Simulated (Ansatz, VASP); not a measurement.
# Two plane-wave programs on SiNi3

```xyz
4
Lattice="3.4347 0.0000 0.0000 0.0000 3.4347 0.0000 0.0000 0.0000 3.4347" Properties=species:S:1:pos:R:3 pbc="T T T"
Si    0.0000    0.0000    0.0000
Ni    0.0000    1.7173    1.7173
Ni    1.7173    0.0000    1.7173
Ni    1.7173    1.7173    0.0000
```

Alike in both runs: task single point; functional PBE; k mesh 12 × 12 × 12; occupations gaussian, width 0.1 eV; no spin polarisation.

|  | VASP | Ansatz |
| --- | --- | --- |
| version | VASP 6.6.1 | Ansatz 0.2.0 |
| potentials or method | VASP PAW PBE potentials, release 64 (Si, Ni), cutoff 520 eV | scalar-relativistic, plane waves, PAW |
| valence electrons in the cell | 34 | 58 |

|  | VASP | Ansatz | Ansatz less VASP |
| --- | --- | --- | --- |
| gap on the k mesh at the Fermi level (eV) | none | none | - |
| pressure (GPa) | 15.2 | 15.3 | +0.13 |

A gap of «none» marks a metal or a gap that the smearing closes. With one functional, cell and mesh, what is left measures potentials, basis and numerics. VASP's potentials hold 34 valence electrons a cell and Ansatz's 58, so a difference there can come from the potentials and not from the codes.
